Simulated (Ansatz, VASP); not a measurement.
CaO in VASP and in Ansatz

File INCAR:

```
SYSTEM = CaO
PREC = Accurate
ENCUT = 600
EDIFF = 1E-6
ISMEAR = 0
SIGMA = 0.02
LREAL = .FALSE.
LASPH = .TRUE.
NELM = 60
ALGO = Normal
ISIF = 3
LWAVE = .FALSE.
LCHARG = .FALSE.
GGA = CA
IBRION = 2
NSW = 100
EDIFFG = -0.002
```

File KPOINTS:

```
Automatic mesh
0
G
  8 8 8
  0 0 0
```

Contents of POSCAR:

```
CaO
1.0
    0.0000000000      2.3557358126      2.3557358126
    2.3557358126      0.0000000000      2.3557358126
    2.3557358126      2.3557358126      0.0000000000
Ca O
1 1
Direct
    0.0000000000      0.0000000000      0.0000000000
    0.5000000000      0.5000000000      0.5000000000
```

Input for Ansatz:

```yaml
crystal:
  lattice:
    - [0.0, 2.3557358126, 2.3557358126]
    - [2.3557358126, 0.0, 2.3557358126]
    - [2.3557358126, 2.3557358126, 0.0]
  atoms:
    - { symbol: Ca, position: [0.0, 0.0, 0.0] }
    - { symbol: O, position: [0.5, 0.5, 0.5] }
basis:
  ecutwfc: 420
kpoints:
  mp_grid: { grid: [8, 8, 8] }
hamiltonian:
  xc: lda
  pseudopotentials: { kind: paw, azcp: { folder: soft_1 } }
scf:
  occupations: { method: gaussian, width: 0.02 }
output:
  forces: true
  stress: true
  eigenvalues: true
  write_density: true
  write_potential: true
  elf: true
  volumetric_format: npy
relax:
  adjacent_minimum: "off"
  f_tol: 0.002
  max_steps: 80
  cell: { stress_tol: 0.02 }
```

Alike in both runs: task relaxation of cell and atoms; functional LDA; k mesh 8 × 8 × 8; occupations gaussian, width 0.02 eV; no spin polarisation.

```csv
,VASP,Ansatz
version,VASP 6.6.1,Ansatz 0.2.0
potentials or method,"VASP PAW LDA potentials, release 64 (Ca_sv, O), cutoff 600 eV","scalar-relativistic, plane waves, PAW"
valence electrons in the cell,16,16
```

Ansatz gave:

```
gap on the k mesh at the Fermi level, each at its own relaxed structure (eV) : 3.45
relaxed volume (Å³/atom)                                                     : 13.04
relaxed length of the cell vector where the two differ most in proportion (Å)              : 3.329
```

Question: Which values does VASP return?

Answer: gap on the k mesh at the Fermi level, each at its own relaxed structure (eV): 3.43; relaxed volume (Å³/atom): 13.13; relaxed length of the cell vector where the two differ most in proportion (Å): 3.336.

Ansatz warns that its potentials were made for another functional, while VASP's fit it. LDA's correlation is that of Perdew and Zunger in VASP and of Perdew and Wang (1992) in Ansatz.
